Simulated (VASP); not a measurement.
Write the native input for VASP 6.6.1 that does the following.

| Property | Result |
| --- | --- |
| Task | single point |
| Functional | LDA |
| Potentials or basis | VASP PAW LDA potentials, release 64 (Mg) |
| Cutoff | 600 eV |
| k mesh | 11 × 11 × 11 |
| Occupations | methfessel-paxton, width 0.1 eV |
| Spin | no spin polarisation |
| Dipole correction | no |
| Further INCAR settings | ALGO = Normal; EDIFF = 1e-06; NBANDS = 7 |

The structure of Mg lies in POSCAR:

```
Mg
1.0
    0.0000000000      2.2442560000      2.2442560000
    2.2442560000      0.0000000000      2.2442560000
    2.2442560000      2.2442560000      0.0000000000
Mg
1
Direct
    0.0000000000      0.0000000000      0.0000000000
```

This isn't the form of Mg at room conditions, which is hcp.

The input as run:

INCAR

```
SYSTEM = Mg
ALGO = Normal
EDIFF = 1E-6
ENCUT = 600
GGA_COMPAT = .False.
ISIF = 2
ISMEAR = 1
LASPH = .True.
LCHARG = .False.
LREAL = .False.
LWAVE = .False.
NBANDS = 7
NELM = 120
PREC = Accurate
SIGMA = 0.1
```

KPOINTS

```
k-points
0
Gamma
  11 11 11
  0 0 0
```

Potentials or basis: VASP PAW LDA potentials, release 64 (Mg).

Run with:

```bash
$ cat potpaw_LDA.64/Mg/POTCAR > POTCAR
$ mpirun -np 1 vasp_std > vasp.out
```

It gave:

```yaml
Pressure: -1.5 GPa
Band_gap_on_the_k_mesh: zero (bands 1 and 2 overlap by 1.94 eV)
```

It took 5.3 s on 1 thread of AMD EPYC 9R45 96-Core Processor (Zen 5), on a shared host, peak memory 0.11 GiB.
